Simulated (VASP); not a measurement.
## W: single point with PBEsol

W:

```
CELL_PARAMETERS angstrom
0.00000 2.06981 2.06981
2.06981 0.00000 2.06981
2.06981 2.06981 0.00000
ATOMIC_POSITIONS crystal
W 0.00000 0.00000 0.00000
```

| Item | Value |
| --- | --- |
| Program | VASP 6.6.1 |
| Task | single point |
| Functional | PBEsol |
| Potentials or basis | VASP PAW PBE potentials, release 64 (W_sv) |
| Cutoff | 520 eV |
| k mesh | 11 × 11 × 11 |
| Occupations | fermi-dirac, width 0.05 eV |
| Spin | no spin polarisation |
| Dipole correction | no |
| Further INCAR settings | ALGO = Normal; EDIFF = 1e-06; NBANDS = 13 |

```
Pressure               : -25.5 GPa
Band gap on the k mesh : zero (band 7 reaches 11.59 eV, above the bottom of band 8 at 8.82 eV)
```

Levels at points of the mesh, in eV from the Fermi level:
```
           k point  band 3  band 4  band 5  band 6  band 7  band 8  band 9  band 10  band 11  band 12
(0.00, 0.00, 0.00)  -37.52  -37.52   -8.62   -0.50   -0.50   -0.50    2.28     2.28    12.69    17.50
```

Wall time 6.3 s on 1 thread of AMD EPYC 9R45 (Zen 5), with other jobs on the host, peak memory 0.11 GiB.

Caveat: the PAW data sets were made with another functional, which shifts forces and pressure a little; spin-orbit coupling is left out, which moves the levels of the heavy elements.
